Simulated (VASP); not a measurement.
# Hf2N (P4_2/mnm) in VASP: a series of runs

The runs below take Hf2N through single point, with PBEsol.

Everything below comes from runs of VASP 6.6.1. Logs are shortened: lines on timing, memory, paths and dates and some standing lists are left out, and cuts for length are marked.

### Step 1. The cell of the first run

It takes space group P4_2/mnm (No. 136, tetragonal). The conventional cell has a = 5.454 Å, b = 5.454 Å, c = 3.131 Å, α = 90.00°, β = 90.00°, γ = 90.00°. Within 2.9 Å of Hf (site symmetry m2m) lie 3 N at 2.22 to 2.28 Å. Within 2.9 Å of N (site symmetry mmm) lie 6 Hf at 2.22 to 2.28 Å.

### Step 2. Single point, PBEsol (strain +0.030 along x and y, -0.030 along z)

The input, INCAR:

```
SYSTEM = Hf2N
ALGO = Normal
EDIFF = 1E-6
ENCUT = 520
GGA = PS
ISIF = 2
ISMEAR = 0
LASPH = .True.
LCHARG = .False.
LREAL = .False.
LWAVE = .False.
NBANDS = 34
NELM = 80
PREC = Accurate
SIGMA = 0.15
```

The input, KPOINTS:

```
k-points
0
Gamma
  10 10 14
  0 0 0
```

The input, POSCAR:

```
Hf2N
1.0
    5.4544050923      0.0000000000      0.0000000000
    0.0000000000      5.4544050923      0.0000000000
    0.0000000000      0.0000000000      3.1306255138
Hf N
4 2
Direct
    0.2954633019      0.2954633019      0.0000000000
    0.7045366981      0.7045366981      0.0000000000
    0.7954633019      0.2045366981      0.5000000000
    0.2045366981      0.7954633019      0.5000000000
    0.0000000000      0.0000000000      0.0000000000
    0.5000000000      0.5000000000      0.5000000000
```

Potentials or basis: VASP PAW PBE potentials, release 64 (Hf_pv, N).

Command:

```
$ cat potpaw_PBE.64/Hf_pv/POTCAR potpaw_PBE.64/N/POTCAR > POTCAR
$ mpirun -np 1 vasp_std > vasp.out
```

OUTCAR:

```text
SYSTEM = Hf2N
   EDIFF = 1E-6
   ENCUT = 520
   GGA = PS
   ISIF = 2
   ISMEAR = 0
   LASPH = .True.
   LREAL = .False.
   NELM = 80
   PREC = Accurate

 ion  position               nearest neighbor table
   1  0.295  0.295  0.000-   6 2.22   6 2.22   5 2.28   2 3.16   4 3.18   3 3.18   4 3.18   3 3.18
                             4 3.18   4 3.18   3 3.18   3 3.18
   2  0.705  0.705  0.000-   6 2.22   6 2.22   5 2.28   1 3.16   4 3.18   3 3.18   4 3.18   3 3.18
                             3 3.18   3 3.18   4 3.18   4 3.18
   3  0.795  0.205  0.500-   5 2.22   5 2.22   6 2.28   4 3.16   1 3.18   1 3.18   2 3.18   2 3.18
                             2 3.18   2 3.18   1 3.18   1 3.18
   4  0.205  0.795  0.500-   5 2.22   5 2.22   6 2.28   3 3.16   1 3.18   1 3.18   2 3.18   2 3.18
                             1 3.18   1 3.18   2 3.18   2 3.18
   5  0.000  0.000  0.000-   3 2.22   4 2.22   3 2.22   4 2.22   1 2.28   2 2.28
   6  0.500  0.500  0.500-   1 2.22   2 2.22   1 2.22   2 2.22   3 2.28   4 2.28

  LATTYP: Found a simple tetragonal cell.
 ALAT       =     5.4544050923
 C/A-ratio  =     0.5739627807

  Lattice vectors:

 A1 = (   5.4544050923,   0.0000000000,   0.0000000000)
 A2 = (   0.0000000000,   5.4544050923,   0.0000000000)
 A3 = (   0.0000000000,   0.0000000000,   3.1306255138)

Analysis of symmetry for initial positions (statically):
=====================================================================
 Subroutine PRICEL returns:
 Original cell was already a primitive cell.

 Routine SETGRP: Setting up the symmetry group for a
 simple tetragonal supercell.

 Subroutine GETGRP returns: Found 16 space group operations
 (whereof  8 operations were pure point group operations)
 out of a pool of 16 trial point group operations.

The static configuration has the point symmetry D_2h.
 The point group associated with its full space group is D_4h.

Analysis of symmetry for dynamics (positions and initial velocities):
=====================================================================
 Subroutine PRICEL returns:
 Original cell was already a primitive cell.

 Routine SETGRP: Setting up the symmetry group for a
 simple tetragonal supercell.

 Subroutine GETGRP returns: Found 16 space group operations
 (whereof  8 operations were pure point group operations)
 out of a pool of 16 trial point group operations.

The dynamic configuration has the point symmetry D_2h.
 The point group associated with its full space group is D_4h.

 Subroutine INISYM returns: Found 16 space group operations
 (whereof  8 operations are pure point group operations),
 and found     1 'primitive' translations

----------------------------------------------------------------------------------------

                                     Primitive cell

  volume of cell :      93.1378

  direct lattice vectors                    reciprocal lattice vectors
     5.454405092  0.000000000  0.000000000     0.183338051  0.000000000  0.000000000
     0.000000000  5.454405092  0.000000000     0.000000000  0.183338051  0.000000000
     0.000000000  0.000000000  3.130625514     0.000000000  0.000000000  0.319424983

  length of vectors
     5.454405092  5.454405092  3.130625514     0.183338051  0.183338051  0.319424983

  position of ions in fractional coordinates (direct lattice)
     0.295463302  0.295463302  0.000000000
     0.704536698  0.704536698  0.000000000
     0.795463302  0.204536698  0.500000000
     0.204536698  0.795463302  0.500000000
     0.000000000  0.000000000  0.000000000
     0.500000000  0.500000000  0.500000000

  ion indices of the primitive-cell ions
   primitive index   ion index
                 1           1
                 2           2
                 3           3
                 4           4
                 5           5
                 6           6

----------------------------------------------------------------------------------------

 KPOINTS: k-points

Automatic generation of k-mesh.
 Grid dimensions read from file:
 generate k-points for:   10   10   14

 Generating k-lattice:

  Cartesian coordinates                     Fractional coordinates (reciprocal lattice)
     0.018333805  0.000000000  0.000000000     0.100000000  0.000000000  0.000000000
     0.000000000  0.018333805  0.000000000     0.000000000  0.100000000  0.000000000
     0.000000000  0.000000000  0.022816070     0.000000000  0.000000000  0.071428571

  Length of vectors
     0.018333805  0.018333805  0.022816070

  Shift w.r.t. Gamma in fractional coordinates (k-lattice)
     0.000000000  0.000000000  0.000000000

 Subroutine IBZKPT returns following result:
 ===========================================

 Found    168 irreducible k-points:

 Following reciprocal coordinates:
            Coordinates               Weight
  0.000000  0.000000  0.000000      1.000000
  0.100000  0.000000  0.000000      4.000000
  0.200000  0.000000  0.000000      4.000000
  0.300000  0.000000  0.000000      4.000000
  0.400000  0.000000  0.000000      4.000000
  0.500000  0.000000  0.000000      2.000000
[... 16 lines left out ...]
  0.100000  0.000000  0.071429      8.000000
  0.200000  0.000000  0.071429      8.000000
 [... further k-points ...]
   k-points           NKPTS =    168   k-points in BZ     NKDIM =    168   number of bands    NBANDS=     34
   number of dos      NEDOS =    301   number of ions     NIONS =      6
   total plane-waves  NPLWV =  42336
   dimension x,y,z NGX =    42 NGY =   42 NGZ =   24
   dimension x,y,z NGXF=    84 NGYF=   84 NGZF=   48
   ions per type =               4   2
   NGX,Y,Z   is equivalent  to a cutoff of  12.80, 12.80, 12.74 a.u.
   NGXF,Y,Z  is equivalent  to a cutoff of  25.60, 25.60, 25.49 a.u.
 SYSTEM =  Hf2N
   PREC   = accura    normal or accurate (medium, high low for compatibility)
   ISTART =      0    job   : 0-new  1-cont  2-samecut
   ICHARG =      2    charge: 1-file 2-atom 10-const
   ISPIN  =      1    spin polarized calculation?
   LNONCOLLINEAR =      F non collinear calculations
   LSORBIT =      F    spin-orbit coupling
   LASPH  =      T    aspherical Exc in radial PAW
   ENCUT  =  520.0 eV  38.22 Ry    6.18 a.u.  10.14 10.14  5.82*2*pi/ulx,y,z
   NELM   =     80;   NELMIN=  2; NELMDL= -5     # of ELM steps
   EDIFF  = 0.1E-05   stopping-criterion for ELM
   LREAL  =      F    real-space projection
   EDIFFG = 0.1E-04   stopping-criterion for IOM
   NSW    =      0    number of steps for IOM
   IBRION =     -1    ionic relax: 0-MD 1-quasi-New 2-CG
   NFREE  =      0    steps in history (QN), initial steepest desc. (CG)
   ISIF   =      2    stress and relaxation
   ISYM   =      2    0-nonsym 1-usesym 2-fastsym
   POTIM  = 0.5000    time-step for ionic-motion
   TEBEG  =    0.0;   TEEND  =   0.0 temperature during run
   PSTRESS=    0.0 pullay stress
   NELECT =      50.0000    total number of electrons
   NUPDOWN=      -1.0000    fix difference up-down
   EMIN   =  10.00;   EMAX   =-10.00  energy-range for DOS
   EFERMI =   0.00;   METHOD = LEGACY
   ISMEAR =     0;   SIGMA  =   0.15  broadening in eV -4-tet -1-fermi 0-gaus
   EFERMI_NEDOS =   21; number of points for ismear=-14 and -15
   IALGO  =     38    algorithm
   IMIX   =      4    mixing-type and parameters
     AMIX     =   0.40;   BMIX     =  1.00
     AMIX_MAG =   1.60;   BMIX_MAG =  1.00
  volume/ion in A,a.u.               =      15.52       104.75
  Fermi-wavevector in a.u.,A,eV,Ry     =   1.330524  2.514327 24.086331  1.770295
  Thomas-Fermi vector in A             =   2.459605
   LORBIT       =      0    0 simple, 1 ext, 2 COOP (PROOUT), +10 PAW based schemes
   GGA     = PS    functional components
   LHFCALC =     F    Hartree Fock is set to
   AEXX    =    0.0000 exact exchange contribution
   IVDW    =     0    specifies the selected vdW correction
   LEPSILON=     F    determine dielectric tensor
   LRPA    =     F    only Hartree local field effects (RPA)
 non-spin polarized calculation
 Gauss-broadening in eV      SIGMA  =   0.15
  energy-cutoff  :      520.00
  volume of cell :       93.14
 maximum number of plane-waves:      2537
 NGX is ok and might be reduce to    42
   NGX = 21   NGY = 21   NGZ = 11

 number of electron      49.9999997 magnetization

 Free energy of the ion-electron system (eV)
  ---------------------------------------------------
  ext. energy  EPLUGINS =         0.00000000
  ---------------------------------------------------
  free energy    TOTEN  =       -67.25812431 eV

  energy without entropy =      -67.22879228  energy(sigma->0) =      -67.24345830

 E-fermi :   5.6511     XC(G=0): -12.0158

 val. band max:        5.6234997990   @ k =   0.2000   0.1000   0.0714
 cond. band min:       5.6546300281   @ k =   0.3000   0.1000   0.2143
 fundamental gap:      0.0311302291
 Fermi energy:         5.6511073644

 k-point     1 :       0.0000    0.0000    0.0000
  band No.  band energies     occupation
      1     -25.4465      2.00000
      2     -25.0232      2.00000
      3     -24.9712      2.00000
      4     -24.9712      2.00000
      5     -24.6141      2.00000
      6     -24.5889      2.00000
[... 26 lines left out ...]
     33       8.4591      0.00000
     34       8.6739      0.00000

 k-point     2 :       0.1000    0.0000    0.0000
  band No.  band energies     occupation
      1     -25.4338      2.00000
      2     -25.0200      2.00000
      3     -24.9843      2.00000
      4     -24.9515      2.00000
      5     -24.6099      2.00000
      6     -24.5881      2.00000
[... 26 lines left out ...]
     33       8.5202      0.00000
     34       8.9300      0.00000

 k-point     3 :       0.2000    0.0000    0.0000
  band No.  band energies     occupation
      1     -25.3977      2.00000
      2     -25.0208      2.00000
      3     -25.0008      2.00000
      4     -24.9030      2.00000
      5     -24.5976      2.00000
      6     -24.5928      2.00000
[... 26 lines left out ...]
     33       8.6512      0.00000
     34       9.3192      0.00000

 k-point     4 :       0.3000    0.0000    0.0000
  band No.  band energies     occupation
      1     -25.3433      2.00000
      2     -25.0742      2.00000
      3     -24.9578      2.00000
      4     -24.8373      2.00000
      5     -24.6287      2.00000
      6     -24.5782      2.00000
[... 26 lines left out ...]
     33       8.8826      0.00000
     34       9.7564      0.00000

 k-point     5 :       0.4000    0.0000    0.0000
  band No.  band energies     occupation
      1     -25.2776      2.00000
      2     -25.1381      2.00000
      3     -24.8905      2.00000
      4     -24.7622      2.00000
      5     -24.7095      2.00000
      6     -24.6163      2.00000
[... 621 lines left out ...]
 k-point    22 :       0.0000    0.0000    0.0714
  band No.  band energies     occupation
      1     -25.4330      2.00000
      2     -25.0130      2.00000
      3     -24.9617      2.00000
      4     -24.9617      2.00000
      5     -24.6376      2.00000
      6     -24.5947      2.00000
[... 26 lines left out ...]
     33       8.5732      0.00000
     34       8.8795      0.00000

 k-point    23 :       0.1000    0.0000    0.0714
  band No.  band energies     occupation
      1     -25.4206      2.00000
      2     -25.0101      2.00000
      3     -24.9748      2.00000
      4     -24.9433      2.00000
      5     -24.6326      2.00000
      6     -24.5941      2.00000
[... 26 lines left out ...]
     33       8.6142      0.00000
     34       9.0937      0.00000

 k-point    24 :       0.2000    0.0000    0.0714
  band No.  band energies     occupation
      1     -25.3850      2.00000
      2     -25.0112      2.00000
      3     -24.9925      2.00000
      4     -24.8981      2.00000
      5     -24.6181      2.00000
      6     -24.5992      2.00000
[... 26 lines left out ...]
     33       8.7547      0.00000
     34       9.4776      0.00000

 [... further k-points ...]
[... 5 lines left out ...]
  --------------------------------------------------------------------------------------
  -------------------------------------------------------------------------------------
  Total       -6.6389672     -6.6389672      3.3236973      0.0000000      0.0000000      0.0000000
  in kB     -114.2050224   -114.2050224     57.1749974      0.0000000      0.0000000      0.0000000
  external PRESSURE =     -57.0783492 kB  Pullay stress =       0.0000000 kB

 VOLUME and BASIS-vectors are now :
 -----------------------------------------------------------------------------
  energy-cutoff  :      520.00
  volume of cell :       93.14
      direct lattice vectors                 reciprocal lattice vectors
     5.454405092  0.000000000  0.000000000     0.183338051  0.000000000  0.000000000
     0.000000000  5.454405092  0.000000000     0.000000000  0.183338051  0.000000000
     0.000000000  0.000000000  3.130625514     0.000000000  0.000000000  0.319424983

 POSITION                                       TOTAL-FORCE (eV/Angst)
 -----------------------------------------------------------------------------------
      1.61158      1.61158      0.00000         0.124603      0.124603     -0.000000
      3.84283      3.84283      0.00000        -0.124603     -0.124603      0.000000
      4.33878      1.11563      1.56531         0.124603     -0.124603      0.000000
      1.11563      4.33878      1.56531        -0.124603      0.124603     -0.000000
      0.00000      0.00000      0.00000         0.000000      0.000000      0.000000
      2.72720      2.72720      1.56531         0.000000      0.000000      0.000000
 -----------------------------------------------------------------------------------
    total drift:                                0.000000     -0.000000      0.000000

  FREE ENERGIE OF THE ION-ELECTRON SYSTEM (eV)
  ---------------------------------------------------
  free  energy   TOTEN  =       -67.2581243063 eV

  energy  without entropy=      -67.2287922842  energy(sigma->0) =      -67.24345830
```

It took 6.5 min on 1 thread of Intel Xeon 6975P-C, shared host; peak memory 0.5 GiB.

What came out:

```
Free energy            : -67.2581 eV
Pressure               : -5.7 GPa
Largest force          : 0.176 eV/Å
Band gap on the k mesh : zero (band 25 reaches 6.99 eV, above the bottom of band 26 at 4.50 eV)
```

Forces in eV/Å, atoms in the order of the input:
```
Hf   0.125  0.125  0.000
Hf  -0.125 -0.125  0.000
Hf   0.125 -0.125  0.000
Hf  -0.125  0.125  0.000
N    0.000  0.000  0.000
N    0.000  0.000  0.000
```

Caveat: the cell differs from its parent crystal (strain +0.030 along x and y, -0.030 along z); the PAW data sets were made with another functional, which shifts forces and pressure a little; spin-orbit coupling is left out, which moves the levels of the heavy elements.

(Continued in part 2 of 2.)
